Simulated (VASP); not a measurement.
# MoS2 in VASP: notebook

The runs below take MoS2 through single point, with r2SCAN, PBE.

Program: VASP 6.6.1. These are calculated values, not measurements. Logs are shortened: lines on timing, memory, paths and dates and some standing lists are left out, and cuts for length are marked.

### Step 1. The cell of the first run

Symmetry: R3m, No. 160, trigonal system. The conventional cell has a = 3.143 Å, b = 3.143 Å, c = 18.675 Å, α = 90.00°, β = 90.00°, γ = 120.00°. Mo (site symmetry 3m) has 6 S at 2.40 Å and 6 Mo at 3.14 Å within 3.2 Å. Within 3.2 Å of S (site symmetry 3m) lie 3 Mo at 2.40 Å and 7 S at 3.13 to 3.14 Å. S (site symmetry 3m) has 3 Mo at 2.40 Å and 7 S at 3.13 to 3.14 Å within 3.2 Å.

### Step 2. Single point, r2SCAN (epitaxial xy strain -1.0%)

Input file POSCAR:

```
MoS2
1.0
    1.5717148251      0.9074299773      6.2249093855
   -1.5717148251      0.9074299773      6.2249093855
    0.0000000000     -1.8148599547      6.2249093855
Mo S
1 2
Direct
   -0.0000154089     -0.0000154089     -0.0000154089
    0.4171388850      0.4171388850      0.4171388850
    0.2495431906      0.2495431906      0.2495431906
```

Input file INCAR.step1:

```
SYSTEM = MoS2
PREC = Accurate
ENCUT = 520
ISMEAR = 0
SIGMA = 0.01
LREAL = .False.
LASPH = .True.
NELM = 80
NBANDS = 20
GGA = PE
ALGO = Normal
EDIFF = 1E-4
LWAVE = .True.
LCHARG = .False.
```

Input file INCAR.step2:

```
SYSTEM = MoS2
PREC = Accurate
ENCUT = 520
EDIFF = 1E-6
ISMEAR = 0
SIGMA = 0.01
LREAL = .False.
LASPH = .True.
NELM = 80
ALGO = Normal
ISIF = 2
LWAVE = .False.
LCHARG = .False.
METAGGA = R2SCAN
LMIXTAU = .True.
NBANDS = 20
ISTART = 1
```

Input file KPOINTS:

```
regular mesh
0
Gamma
  10 10 10
  0 0 0
```

Potentials or basis: VASP PAW PBE potentials, release 64 (Mo_sv, S).

On the command line:

```
$ cat potpaw_PBE.64/Mo_sv/POTCAR potpaw_PBE.64/S/POTCAR > POTCAR
$ cp INCAR.step1 INCAR
$ mpirun -np 1 vasp_std > vasp.out
$ cp INCAR.step2 INCAR
$ mpirun -np 1 vasp_std > vasp.out
```

OUTCAR:

```text
SYSTEM = MoS2
   PREC = Accurate
   ENCUT = 520
   EDIFF = 1E-6
   ISMEAR = 0
   LREAL = .False.
   LASPH = .True.
   NELM = 80
   ISIF = 2
   METAGGA = R2SCAN
   ISTART = 1

 ion  position               nearest neighbor table
   1  1.000  1.000  1.000-   3 2.40   3 2.40   3 2.40   2 2.40   2 2.40   2 2.40
   2  0.417  0.417  0.417-   1 2.40   1 2.40   1 2.40
   3  0.250  0.250  0.250-   1 2.40   1 2.40   1 2.40

  LATTYP: Found a trigonal (rhomboedric) cell.
 ALAT       =     6.4840738362
 COS(alpha) =     0.8824881694

  Lattice vectors:

 A1 = (   1.5717148251,   0.9074299773,   6.2249093855)
 A2 = (  -1.5717148251,   0.9074299773,   6.2249093855)
 A3 = (   0.0000000000,  -1.8148599547,   6.2249093855)

Analysis of symmetry for initial positions (statically):
=====================================================================
 Subroutine PRICEL returns:
 Original cell was already a primitive cell.

 Routine SETGRP: Setting up the symmetry group for a
 trigonal (rhombohedral) supercell.

 Subroutine GETGRP returns: Found  6 space group operations
 (whereof  6 operations were pure point group operations)
 out of a pool of 12 trial point group operations.

The static configuration has the point symmetry C_3v.

Analysis of symmetry for dynamics (positions and initial velocities):
=====================================================================
 Subroutine PRICEL returns:
 Original cell was already a primitive cell.

 Routine SETGRP: Setting up the symmetry group for a
 trigonal (rhombohedral) supercell.

 Subroutine GETGRP returns: Found  6 space group operations
 (whereof  6 operations were pure point group operations)
 out of a pool of 12 trial point group operations.

The dynamic configuration has the point symmetry C_3v.

 Subroutine INISYM returns: Found  6 space group operations
 (whereof  6 operations are pure point group operations),
 and found     1 'primitive' translations

----------------------------------------------------------------------------------------

                                     Primitive cell

  volume of cell :      53.2686

  direct lattice vectors                    reciprocal lattice vectors
     1.571714825  0.907429977  6.224909386     0.318123868  0.183668901  0.053548303
    -1.571714825  0.907429977  6.224909386    -0.318123868  0.183668901  0.053548303
     0.000000000 -1.814859955  6.224909386     0.000000000 -0.367337802  0.053548303
[... 78 lines left out ...]
   ISTART =      1    job   : 0-new  1-cont  2-samecut
   ICHARG =      0    charge: 1-file 2-atom 10-const
   ISPIN  =      1    spin polarized calculation?
   LNONCOLLINEAR =      F non collinear calculations
   LSORBIT =      F    spin-orbit coupling
   LASPH  =      T    aspherical Exc in radial PAW
   ENCUT  =  520.0 eV  38.22 Ry    6.18 a.u.  12.06 12.06 12.06*2*pi/ulx,y,z
   NELM   =     80;   NELMIN=  2; NELMDL=  0     # of ELM steps
   EDIFF  = 0.1E-05   stopping-criterion for ELM
   LREAL  =      F    real-space projection
   EDIFFG = 0.1E-04   stopping-criterion for IOM
   NSW    =      0    number of steps for IOM
   IBRION =     -1    ionic relax: 0-MD 1-quasi-New 2-CG
   NFREE  =      0    steps in history (QN), initial steepest desc. (CG)
   ISIF   =      2    stress and relaxation
   ISYM   =      2    0-nonsym 1-usesym 2-fastsym
   POTIM  = 0.5000    time-step for ionic-motion
   TEBEG  =    0.0;   TEEND  =   0.0 temperature during run
   PSTRESS=    0.0 pullay stress
   NELECT =      26.0000    total number of electrons
   NUPDOWN=      -1.0000    fix difference up-down
   EMIN   =  10.00;   EMAX   =-10.00  energy-range for DOS
   EFERMI =   0.00;   METHOD = LEGACY
   ISMEAR =     0;   SIGMA  =   0.01  broadening in eV -4-tet -1-fermi 0-gaus
   EFERMI_NEDOS =   21; number of points for ismear=-14 and -15
   IALGO  =     38    algorithm
   IMIX   =      4    mixing-type and parameters
     AMIX     =   0.40;   BMIX     =  1.00
     AMIX_MAG =   1.60;   BMIX_MAG =  1.00
  volume/ion in A,a.u.               =      17.76       119.82
  Fermi-wavevector in a.u.,A,eV,Ry     =   1.288968  2.435797 22.605253  1.661439
  Thomas-Fermi vector in A             =   2.420890
   LORBIT       =      0    0 simple, 1 ext, 2 COOP (PROOUT), +10 PAW based schemes
   METAGGA = R2SCAN    functional components
   LHFCALC =     F    Hartree Fock is set to
   AEXX    =    0.0000 exact exchange contribution
   IVDW    =     0    specifies the selected vdW correction
   LEPSILON=     F    determine dielectric tensor
   LRPA    =     F    only Hartree local field effects (RPA)
 non-spin polarized calculation
 Gauss-broadening in eV      SIGMA  =   0.01
  energy-cutoff  :      520.00
  volume of cell :       53.27
 maximum number of plane-waves:      1448
   NGX = 25   NGY = 25   NGZ = 25

 number of electron      25.9999999 magnetization

 Free energy of the ion-electron system (eV)
  ---------------------------------------------------
  ext. energy  EPLUGINS =         0.00000000
  ---------------------------------------------------
  free energy    TOTEN  =       -45.01077520 eV

  energy without entropy =      -45.01077520  energy(sigma->0) =      -45.01077520

 E-fermi :   7.4796     XC(G=0): -11.5123

 val. band max:        7.3890310416   @ k =   0.5000   0.5000   0.5000
 cond. band min:       8.5251420634   @ k =  -0.2000   0.2000   0.0000
 fundamental gap:      1.1361110218
 Fermi energy:         7.4795527531

 k-point     1 :       0.0000    0.0000    0.0000
  band No.  band energies     occupation
      1     -56.0090      2.00000
      2     -29.4521      2.00000
      3     -29.1891      2.00000
      4     -29.1891      2.00000
      5      -8.2865      2.00000
      6      -6.5781      2.00000
[... 541 lines left out ...]
     19      15.6103      0.00000
     20      16.6385      0.00000

 [... further k-points ...]
[... 5 lines left out ...]
  --------------------------------------------------------------------------------------
  -------------------------------------------------------------------------------------
  Total        1.4262059      1.4262059      0.3698129      0.0000000     -0.0000000      0.0000000
  in kB       42.8964812     42.8964812     11.1229883      0.0000000     -0.0000000      0.0000000
  external PRESSURE =      32.3053169 kB  Pullay stress =       0.0000000 kB

 VOLUME and BASIS-vectors are now :
 -----------------------------------------------------------------------------
  energy-cutoff  :      520.00
  volume of cell :       53.27
      direct lattice vectors                 reciprocal lattice vectors
     1.571714825  0.907429977  6.224909386     0.318123868  0.183668901  0.053548303
    -1.571714825  0.907429977  6.224909386    -0.318123868  0.183668901  0.053548303
     0.000000000 -1.814859955  6.224909386     0.000000000 -0.367337802  0.053548303

 POSITION                                       TOTAL-FORCE (eV/Angst)
 -----------------------------------------------------------------------------------
      0.00000     -0.00000     18.67444         0.000000     -0.000000      0.000342
      0.00000     -0.00000      7.78996         0.000000      0.000000     -0.051209
      0.00000     -0.00000      4.66015         0.000000     -0.000000      0.050867
 -----------------------------------------------------------------------------------
    total drift:                               -0.000000     -0.000000      0.000045

  FREE ENERGIE OF THE ION-ELECTRON SYSTEM (eV)
  ---------------------------------------------------
  free  energy   TOTEN  =       -45.0107751962 eV

  energy  without entropy=      -45.0107751962  energy(sigma->0) =      -45.01077520
```

OSZICAR.step1:

```text
N       E                     dE             d eps       ncg     rms          rms(c)
DAV:   1     0.183032094318E+03    0.18303E+03   -0.13500E+04  4640   0.123E+03
DAV:   2    -0.158021297768E+02   -0.19883E+03   -0.19344E+03  5704   0.315E+02
DAV:   3    -0.231451045312E+02   -0.73430E+01   -0.72656E+01  5732   0.568E+01
DAV:   4    -0.232309884964E+02   -0.85884E-01   -0.85838E-01  5704   0.651E+00
DAV:   5    -0.232323240981E+02   -0.13356E-02   -0.13355E-02  5864   0.789E-01    0.248E+01
DAV:   6    -0.221719967836E+02    0.10603E+01   -0.10107E+01  4916   0.194E+01    0.903E+00
DAV:   7    -0.219044807489E+02    0.26752E+00   -0.38076E+00  4740   0.112E+01    0.603E+00
DAV:   8    -0.217971300237E+02    0.10735E+00   -0.54713E-01  5212   0.455E+00    0.181E+00
DAV:   9    -0.217985802139E+02   -0.14502E-02   -0.22597E-02  5428   0.942E-01    0.656E-01
DAV:  10    -0.217973388996E+02    0.12413E-02   -0.87528E-03  5188   0.630E-01    0.128E-01
DAV:  11    -0.217973674169E+02   -0.28517E-04   -0.41986E-04  5408   0.142E-01
   1 F= -.21797367E+02 E0= -.21797367E+02  d E =0.000000E+00
```

Wall time 34 min (1 thread of Intel Xeon 8259CL, shared host); peak memory 0.43 GiB.

Results:

* Free energy: -45.0108 eV
* Pressure: 3.2 GPa
* Largest force: 0.051 eV/Å
* Band gap on the k mesh: 1.14 eV (least direct gap 2.15 eV)

Forces on the atoms (eV/Å):
```
Mo   0.000  0.000  0.000
S    0.000  0.000 -0.051
S    0.000  0.000  0.051
```

Levels at points of the mesh, in eV from the valence-band top:
```csv
k point,band 11,band 12,band 13,band 14,band 15,band 16
"(0.00, 0.00, 0.00)",-2.21,-1.40,-1.19,2.35,2.35,2.68
"(0.50, 0.00, 0.00)",-2.49,-1.57,-1.42,1.92,2.31,3.79
"(0.50, 0.50, 0.00)",-3.04,-1.74,-1.24,1.88,2.45,3.40
"(0.50, 0.50, 0.50)",-2.19,-2.19,0.00,2.44,2.44,2.56
```

Caveat: the cell differs from its parent crystal (epitaxial xy strain -1.0%); the cell stands under pressure; the PAW data sets were made with another functional, which shifts forces and pressure a little.

### Step 3. Single point, r2SCAN

This run uses another cell than the first one, of 18.03 Å³/atom.

Input file POSCAR:

```
MoS2
1.0
    1.5875907324      0.9165959367      6.1939396871
   -1.5875907324      0.9165959367      6.1939396871
    0.0000000000     -1.8331918734      6.1939396871
Mo S
1 2
Direct
   -0.0000146007     -0.0000146007     -0.0000146007
    0.4170015113      0.4170015113      0.4170015113
    0.2496797561      0.2496797561      0.2496797561
```

Input file INCAR.step1:

```
SYSTEM = MoS2
PREC = Accurate
ENCUT = 520
ISMEAR = 0
SIGMA = 0.01
LREAL = .FALSE.
LASPH = .TRUE.
NELM = 80
NBANDS = 20
GGA = PE
ALGO = Normal
EDIFF = 1E-4
LWAVE = .TRUE.
LCHARG = .FALSE.
```

Input file INCAR.step2:

```
SYSTEM = MoS2
PREC = Accurate
ENCUT = 520
EDIFF = 1E-6
ISMEAR = 0
SIGMA = 0.01
LREAL = .FALSE.
LASPH = .TRUE.
NELM = 80
ALGO = Normal
ISIF = 2
LWAVE = .FALSE.
LCHARG = .FALSE.
METAGGA = R2SCAN
LMIXTAU = .TRUE.
NBANDS = 20
ISTART = 1
```

Input file KPOINTS:

```
regular mesh
0
G
  10 10 10
  0 0 0
```

Potentials or basis: VASP PAW PBE potentials, release 64 (Mo_sv, S).

On the command line:

```
$ cat potpaw_PBE.64/Mo_sv/POTCAR potpaw_PBE.64/S/POTCAR > POTCAR
$ cp INCAR.step1 INCAR
$ mpirun -np 1 vasp_std > vasp.out
$ cp INCAR.step2 INCAR
$ mpirun -np 1 vasp_std > vasp.out
```

Run time: 30 min. Hardware: 1 thread of Intel Xeon 8259CL, shared host; peak memory 0.43 GiB.

The run converged. Its results:

| Item | Value |
| --- | --- |
| Free energy | -45.0281 eV |
| Pressure | 1.2 GPa |
| Largest force | 0.052 eV/Å |
| Band gap on the k mesh | 1.09 eV (least direct gap 2.04 eV) |

Forces in eV/Å, atoms in the order of the input:
```
Mo   0.000  0.000  0.000
S    0.000  0.000 -0.052
S    0.000  0.000  0.052
```

Stress tensor (GPa, compression positive):
```
1.27 0.00 0.00
0.00 1.27 0.00
0.00 0.00 1.05
```

Levels at points of the mesh, in eV from the valence-band top:
| k point | band 11 | band 12 | band 13 | band 14 | band 15 | band 16 |
| --- | --- | --- | --- | --- | --- | --- |
| (0.00, 0.00, 0.00) | -2.39 | -1.37 | -1.15 | 2.17 | 2.17 | 2.54 |
| (0.50, 0.00, 0.00) | -2.48 | -1.75 | -1.48 | 1.70 | 2.13 | 3.64 |
| (0.50, 0.50, 0.00) | -3.04 | -1.93 | -1.32 | 1.66 | 2.25 | 3.27 |
| (0.50, 0.50, 0.50) | -2.36 | -2.36 | 0.00 | 2.26 | 2.26 | 2.41 |

Caveat: the PAW data sets were made with another functional, which shifts forces and pressure a little.

(Part 1 of 3 ends here.)
